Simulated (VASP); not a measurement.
The system is BaTiO3.

```
Ba Ti O
1.0
     3.99980    0.00000    0.00000
     0.00000    3.99980    0.00000
     0.00000    0.00000    4.01800
Ba Ti O
1 1 3
Direct
  0.00000 0.00000 0.00000
  0.50000 0.50000 0.49000
  0.50000 0.50000 0.01900
  0.50000 0.00000 0.51700
  0.00000 0.50000 0.51700
```

Program: VASP 6.6.1. Alike in all runs: task single point; potentials or basis VASP PAW PBE potentials, release 64 (Ba_sv, Ti_sv, O); no spin polarisation; cell as given; k mesh 6 × 6 × 6; cutoff (eV) 520; smearing gaussian 0.01 eV.

Problem. Order these runs on this cell by their pressure, lowest first.
A. level PBE+D3(BJ)+U; U Ti d U = 6.0 eV
B. level PBE+D3(BJ)
C. level PBE+D3(BJ)+U; U Ti d U = 2.0 eV
D. level PBE+D3(BJ)+U; U Ti d U = 4.0 eV

Solution. B (0.8 GPa), C (2.5 GPa), D (4.1 GPa), A (5.8 GPa).

Caveats: the cell stands under pressure (at least some runs).
